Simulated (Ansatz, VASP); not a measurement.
**AlAs in VASP and in Ansatz**

```
Al As
1.0
     0.00000    2.84000    2.84000
     2.84000    0.00000    2.84000
     2.84000    2.84000    0.00000
Al As
1 1
Direct
  0.00000 0.00000 0.00000
  0.25000 0.25000 0.25000
```

Alike in both runs: task single point; functional PBEsol; k mesh 6 × 6 × 6; occupations gaussian, width 0.1 eV; no spin polarisation.

|  | VASP | Ansatz |
| --- | --- | --- |
| version | VASP 6.6.1 | Ansatz 0.2.0 |
| potentials or method | VASP PAW PBE potentials, release 64 (Al, As), cutoff 500 eV | scalar-relativistic, plane waves, PAW |
| valence electrons in the cell | 8 | 18 |

Ansatz gave:

```
gap on the k mesh at the Fermi level (eV) : 1.34
least direct gap on the mesh (eV)         : 1.88
pressure (GPa)                            : -0.2
```

**Question.** What did VASP give for the same quantities?

**Answer.** gap on the k mesh at the Fermi level (eV): 1.33; least direct gap on the mesh (eV): 1.90; pressure (GPa): 0.1.

VASP's potentials were made for PBE, not for PBEsol, and Ansatz warns of the same on its side. VASP's potentials hold 8 valence electrons a cell and Ansatz's 18, so a difference there can come from the potentials and not from the codes.
